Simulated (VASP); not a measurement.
A run of VASP 6.6.1 is set up as follows.

Contents of INCAR:

```
PREC = Accurate
ENCUT = 520
EDIFF = 1E-6
ISMEAR = 0
SIGMA = 0.03
LREAL = F
LASPH = T
NELM = 100
ALGO = Normal
ISIF = 2
LWAVE = F
LCHARG = F
GGA = PE
IVDW = 12
NBANDS = 11
```

KPOINTS

```
regular mesh
0
Gamma
  16 16 16
```

The input POSCAR:

```
C
1.0
    0.0000000000      2.1759733913      3.4645497982
    1.2569692796      0.0000000000      3.4645497982
    1.2569692796      2.1759733913      0.0000000000
C
2
Direct
    0.1666966007      0.8333033993      0.1666966007
    0.8333033993      0.1666966007      0.8333033993
```

Potentials or basis: VASP PAW PBE potentials, release 64 (C).

The run is started by

```console
$ cat potpaw_PBE.64/C/POTCAR > POTCAR
$ mpirun -np 1 vasp_std > vasp.out
```

Q: What does it give for the pressure?

A: -14.7 GPa.

Q: Estimate the largest force.

A: 0.020 eV/Å.

Q: Estimate the dispersion energy per atom.

A: -0.148 eV.

Stress tensor (GPa, compression positive):
```
-21.70   0.00   0.00
  0.00 -21.87   0.00
  0.00   0.00  -0.40
```

Caveat: the stress differs along the axes, from -22 to -0 GPa.
